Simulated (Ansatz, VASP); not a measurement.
## AgO: VASP beside Ansatz

The input INCAR:

```
  PREC = Accurate
  ENCUT = 520
  EDIFF = 1E-6
  ISMEAR = 0
  SIGMA = 0.15
  LREAL = F
  LASPH = T
  NELM = 100
  ALGO = Normal
  ISIF = 2
  LWAVE = F
  LCHARG = T
  GGA = PS
  LELF = T
  LVHAR = T
  NBANDS = 16
```

Contents of KPOINTS:

```
Automatic mesh
0
Gamma
  18 18 18
```

POSCAR

```
AgO
1.0
    0.0000000000      2.2063548676      2.8682613279
    2.2063548676      0.0000000000      2.8682613279
    2.2063548676      2.2063548676      0.0000000000
Ag O
1 1
Direct
    0.0000000000      0.0000000000      0.0000000000
    0.7500000000      0.7500000000      0.7500000000
```

Input for Ansatz:

```yaml
crystal:
  lattice:
    - [0.0, 2.2063548676, 2.8682613279]
    - [2.2063548676, 0.0, 2.8682613279]
    - [2.2063548676, 2.2063548676, 0.0]
  atoms:
    - { symbol: Ag, position: [0.0, 0.0, 0.0] }
    - { symbol: O, position: [0.75, 0.75, 0.75] }
basis:
  ecutwfc: 420
kpoints:
  mp_grid: { grid: [18, 18, 18] }
hamiltonian:
  xc: pbesol
scf:
  occupations: { method: gaussian, width: 0.15 }
output:
  forces: true
  stress: true
  eigenvalues: true
```

Alike in both runs: task single point; functional PBEsol; k mesh 18 × 18 × 18; occupations gaussian, width 0.15 eV; no spin polarisation.

|  | VASP | Ansatz |
| --- | --- | --- |
| version | VASP 6.6.1 | Ansatz 0.2.0 |
| potentials or method | VASP PAW PBE potentials, release 64 (Ag, O), cutoff 520 eV | scalar-relativistic, plane waves, PAW |
| valence electrons in the cell | 17 | 25 |

Ansatz gave:

| Property | Result |
| --- | --- |
| gap on the k mesh at the Fermi level (eV) | none |
| pressure (GPa) | 4.8 |
| traceless stress, the component that is largest in VASP (GPa) | 1.63 |

Q: Which values does VASP return?

A: gap on the k mesh at the Fermi level (eV): none; pressure (GPa): 4.6; traceless stress, the component that is largest in VASP (GPa): 1.60.

VASP's potentials were made for PBE, not for PBEsol. A gap of «none» marks a metal or a gap that the smearing closes. The functional is the same, so the differences come from potentials, cutoffs and numerics. VASP's potentials hold 17 valence electrons a cell and Ansatz's 25, so a difference there can come from the potentials and not from the codes.
